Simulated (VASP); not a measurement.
## HfC2: single point with PBE

HfC2:

```xyz
3
Lattice="4.1617 0.0000 0.0000 -2.0809 3.6041 0.0000 0.0000 0.0000 3.0456" Properties=species:S:1:pos:R:3 pbc="T T T"
Hf    0.0000    0.0000    0.0000
C     0.0000    2.4028    1.5228
C     2.0809    1.2014    1.5228
```

The cell was built from a structure type or drawn by symmetry, and may not be a known phase.

```yaml
Program: VASP 6.6.1
Task: single point
Functional: PBE
Potentials_or_basis: VASP PAW PBE potentials, release 64 (Hf_pv, C)
Cutoff: 600 eV
k_mesh: 6 × 6 × 6
Occupations: gaussian, width 0.1 eV
Spin: no spin polarisation
Dipole_correction: no
Further_INCAR_settings: ALGO = Normal; EDIFF = 1e-06; NBANDS = 16
```

* Pressure: -35.4 GPa
* Band gap on the k mesh: zero (bands 9 and 10 overlap by 2.05 eV)

Stress tensor (GPa, compression positive):
```
-46.73   0.00   0.00
  0.00 -46.73   0.00
  0.00   0.00 -12.64
```

Levels at points of the mesh, in eV from the Fermi level:
```
           k point  band 7  band 8  band 9  band 10  band 11  band 12
(0.00, 0.00, 0.00)   -3.74   -1.65    0.16     0.68     0.68     2.76
(0.50, 0.00, 0.00)   -3.56   -0.13    0.09     0.64     1.75     2.13
(0.00, 0.00, 0.50)   -1.90   -1.90   -1.78    -1.78     0.01     1.15
(0.50, 0.00, 0.50)   -3.25   -3.11   -1.24     1.51     2.67     2.74
```

Wall time 34 s on 1 thread of Intel Xeon 8259CL, with other jobs on the host, peak memory 0.19 GiB.

Caveat: the cell stands under tension; spin-orbit coupling is left out, which moves the levels of the heavy elements.
